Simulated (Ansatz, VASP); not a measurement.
InSb2As3: VASP beside Ansatz

File INCAR:

```
SYSTEM = InSb2As3
ALGO = Normal
EDIFF = 1E-6
ENCUT = 520
GGA = PE
ISIF = 2
ISMEAR = 0
LASPH = .True.
LCHARG = .False.
LREAL = .False.
LWAVE = .False.
NBANDS = 28
NELM = 100
PREC = Accurate
SIGMA = 0.1
```

The input KPOINTS:

```
k-points
0
Gamma
  3 3 3
  0 0 0
```

File POSCAR:

```
InSb2As3
1.0
    3.1071621200      1.7939208900      4.9130772000
   -3.1071621200      1.7939208900      4.9130772000
    0.0000000000     -3.5878417700      4.9130772000
In Sb As
1 2 3
Direct
    0.0000000000      0.0000000000      0.0000000000
    0.6262924100      0.6262924100      0.6262924100
    0.3737075900      0.3737075900      0.3737075900
    0.0000000000      0.5000000000      0.0000000000
    0.5000000000      0.0000000000      0.0000000000
    0.0000000000      0.0000000000      0.5000000000
```

Input for Ansatz:

```yaml
crystal:
  lattice:
    - [3.10716212, 1.79392089, 4.9130772]
    - [-3.10716212, 1.79392089, 4.9130772]
    - [0.0, -3.58784177, 4.9130772]
  atoms:
    - { symbol: In, position: [0.0, 0.0, 0.0] }
    - { symbol: Sb, position: [0.62629241, 0.62629241, 0.62629241] }
    - { symbol: Sb, position: [0.37370759, 0.37370759, 0.37370759] }
    - { symbol: As, position: [0.0, 0.5, 0.0] }
    - { symbol: As, position: [0.5, 0.0, 0.0] }
    - { symbol: As, position: [0.0, 0.0, 0.5] }
basis:
  ecutwfc: 420
kpoints:
  mp_grid: { grid: [3, 3, 3] }
hamiltonian:
  xc: pbe
scf:
  occupations: { method: gaussian, width: 0.1 }
  lower_state_search: "off"
output:
  forces: true
  stress: true
  eigenvalues: true
```

Change from the starting cell: species swapped into the Lu2Al3Fe type (R-3m, No. 166).

Alike in both runs: task single point; functional PBE; k mesh 3 × 3 × 3; occupations gaussian, width 0.1 eV; no spin polarisation.

```csv
,VASP,Ansatz
version,VASP 6.6.1,Ansatz 0.2.0
potentials or method,"VASP PAW PBE potentials, release 64 (In_d, Sb, As), cutoff 520 eV","scalar-relativistic, plane waves, PAW"
valence electrons in the cell,38,88
```

```csv
,VASP,Ansatz,Ansatz less VASP
gap on the k mesh at the Fermi level (eV),none,none,-
pressure (GPa),-6.0,-5.9,+0.04
"traceless stress, the component that is largest in VASP (GPa)",-1.24,-1.24,-0.003
rms of the force components (eV/Å),0.015,0.015,+0.0003
```

Atom by atom the forces differ by 0.000 eV/Å (rms over components). A gap of «none» marks a metal or a gap that the smearing closes. The functional is the same, so the differences come from potentials, cutoffs and numerics. VASP's potentials hold 38 valence electrons a cell and Ansatz's 88, so a difference there can come from the potentials and not from the codes.

The k mesh is coarse, so the values compare programs but aren't converged. Spin-orbit coupling is off throughout.
